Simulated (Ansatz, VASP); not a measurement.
# One calculation of HfSi4, two programs

```
Hf Si
1.0
     4.97713    0.00000    0.00000
    -2.48857    4.31033    0.00000
     0.00000    0.00000    4.92277
Hf Si
1 4
Direct
  0.00000 0.00000 0.50000
  0.50000 0.00000 0.00000
  0.00000 0.50000 0.00000
  0.50000 0.50000 0.00000
  0.00000 0.00000 0.00000
```

Alike in both runs: functional PBE; k mesh 6 × 6 × 4; occupations gaussian, width 0.1 eV; no spin polarisation.

Ansatz relaxed the structure, and its values are those at the end. VASP's run is a single point on that final structure, the one shown.

|  | VASP | Ansatz |
| --- | --- | --- |
| version | VASP 6.6.1 | Ansatz 0.2.0 |
| potentials or method | VASP PAW PBE potentials, release 64 (Hf_pv, Si), cutoff 520 eV | scalar-relativistic, plane waves, PAW |
| valence electrons in the cell | 26 | 42 |

```tsv
	VASP	Ansatz	Ansatz less VASP
gap on the k mesh at the Fermi level (eV)	none	none	-
pressure (GPa)	-0.1	0.0	+0.11
```

A gap of «none» marks a metal or a gap that the smearing closes. VASP's potentials hold 26 valence electrons a cell and Ansatz's 42, so a difference there can come from the potentials and not from the codes.

Spin-orbit coupling is off throughout.
